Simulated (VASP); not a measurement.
# MnS: relaxation of cell and atoms with PBE+U

The system is MnS.

```
Mn S
1.0
     0.00000    2.60450    2.60450
     2.60450    0.00000    2.60450
     2.60450    2.60450    0.00000
Mn S
1 1
Direct
  0.00000 0.00000 0.00000
  0.50000 0.50000 0.50000
```

| Property | Result |
| --- | --- |
| Program | VASP 6.6.1 |
| Task | relaxation of cell and atoms |
| Functional | PBE |
| Potentials or basis | VASP PAW PBE potentials, release 64 (Mn_pv, S) |
| Cutoff | 600 eV |
| k mesh | 11 × 11 × 11 |
| Occupations | fermi-dirac, width 0.1 eV |
| Spin | collinear spin, ferromagnetic start |
| Starting moments | [2.8, 0.0] μB |
| Hubbard terms | Mn d U = 4.4 eV, J = 0.9 eV |
| Target pressure | 6 GPa |
| Dipole correction | no |
| LDAUTYPE | 1 |
| Hund's J | 0.9 |
| Further INCAR settings | ALGO = Normal; EDIFF = 1e-06; IBRION = 2; EDIFFG = -0.01; NSW = 80; ISIF = 3 |

The relaxed volume is 17.28 Å³/atom and the relaxed cell is a = 3.656 Å, b = 3.656 Å, c = 3.656 Å, α = 60.00°, β = 60.00°, γ = 60.00°. The space group after relaxing (to 0.1 Å) is Fm-3m (No. 225), the energy change on relaxing (the run minimises the enthalpy) is +12.0 meV/atom and the ionic steps are 3. The pressure after relaxing is 6.1 GPa and the band gap on the k mesh is 0.28 eV (least direct gap 2.34 eV). The net moment is 4.99 μB per cell and the site moments are Mn +4.56; S +0.10 μB. The valence electrons inside the program's atomic spheres are Mn 11.30; S 3.79.

The path:
```
step  energy change (eV)  largest force (eV/Å)  pressure (GPa)  volume (Å³)
   1              0.0000                0.0000            3.83        35.33
   2              0.0416                0.0000            7.11        34.12
   3              0.0240                0.0000            6.05        34.55
```

Final structure:
```xyz
2
Lattice="0.0000 2.5851 2.5851 2.5851 0.0000 2.5851 2.5851 2.5851 0.0000" Properties=species:S:1:pos:R:3 pbc="T T T"
Mn    0.0000    0.0000    0.0000
S     2.5851    2.5851    2.5851
```

Levels at points of the mesh, in eV from the valence-band top:
Spin up:
```csv
k point,band 10,band 11,band 12,band 13,band 14
"(0.00, 0.00, 0.00)",-1.57,-1.57,-1.57,2.07,8.51
```
Spin down:
```tsv
k point	band 5	band 6	band 7	band 8	band 9	band 10
(0.00, 0.00, 0.00)	-1.37	-1.37	-1.37	1.74	1.74	1.76
```

Eigenvalues of the final occupation matrices:
| site | spin | trace | eigenvalues |
| --- | --- | --- | --- |
| site 1 d | 1 | 4.70 | 0.93 0.93 0.93 0.95 0.95 |
| site 1 d | 2 | 0.22 | 0.02 0.02 0.02 0.08 0.08 |

Run time: 66 s on 1 thread of Intel(R) Xeon(R) 6975P-C (Granite Rapids), on a shared host, peak memory 0.23 GiB.

Caveat: the cell is relaxed towards a set pressure, so the run minimises the enthalpy, not the energy; an odd mesh through Γ misses points on the zone boundary, where band edges can lie; a cell with one magnetic atom can't hold antiferromagnetic order, which such compounds often take. The state reached can hang on the start; a lower one may exist.
